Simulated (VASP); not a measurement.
Crystal: N.

```
N
1.0
     5.56052    0.00000    0.00000
     0.00000    5.56052    0.00000
     0.00000    0.00000    5.56052
N
8
Direct
  0.05740 0.05740 0.05740
  0.44260 0.94260 0.55740
  0.55740 0.44260 0.94260
  0.94260 0.55740 0.44260
  0.94260 0.94260 0.94260
  0.55740 0.05740 0.44260
  0.44260 0.55740 0.05740
  0.05740 0.44260 0.55740
```

- Program: VASP 6.6.1
- Task: relaxation of cell and atoms
- Functional: PBE
- Potentials or basis: VASP PAW PBE potentials, release 64 (N)
- Cutoff: 600 eV
- k mesh: 4 × 4 × 4
- Occupations: gaussian, width 0.02 eV
- Spin: no spin polarisation

At the start: pressure 1.9 GPa; volume 21.49 Å³/atom.

Problem. How do energy, volume and symmetry change on relaxing?

Solution. Over 13 steps the energy falls by 8.1 meV/atom and the volume is 25.75 Å³/atom (+19.8 %); space group Pa-3 (No. 205, to 0.05 Å).

The path:
```csv
step,energy change (eV),largest force (eV/Å),pressure (GPa),volume (Å³)
1,0.0000,0.9756,1.89,171.93
2,2.4182,10.4692,-14.65,178.31
3,-0.0129,0.2259,0.25,172.32
4,-0.0133,0.0784,0.45,172.26
5,-0.0133,0.0520,0.49,172.25
6,-0.0180,0.0515,0.45,173.65
7,-0.0304,0.0402,0.37,177.89
8,-0.0487,0.0245,0.29,186.58
9,-0.0630,0.3261,0.40,204.80
10,-0.0645,0.0124,0.03,205.87
11,-0.0645,0.0134,0.00,205.96
12,-0.0645,0.0201,-0.01,205.98
13,-0.0645,0.0021,0.01,205.98
```

Final structure:
```
N
1.0
     5.90576    0.00000    0.00000
     0.00000    5.90576    0.00000
     0.00000    0.00000    5.90576
N
8
Cartesian
  0.3212 0.3212 0.3212
  2.6317 5.5846 3.2741
  3.2741 2.6317 5.5846
  5.5846 3.2741 2.6317
  5.5846 5.5846 5.5846
  3.2741 0.3212 2.6317
  2.6317 3.2741 0.3212
  0.3212 2.6317 3.2741
```

Caveat: the standard files for N, O and F lose accuracy on very short bonds; the volume moved by over 15 % at a fixed basis, so the end points are rough.
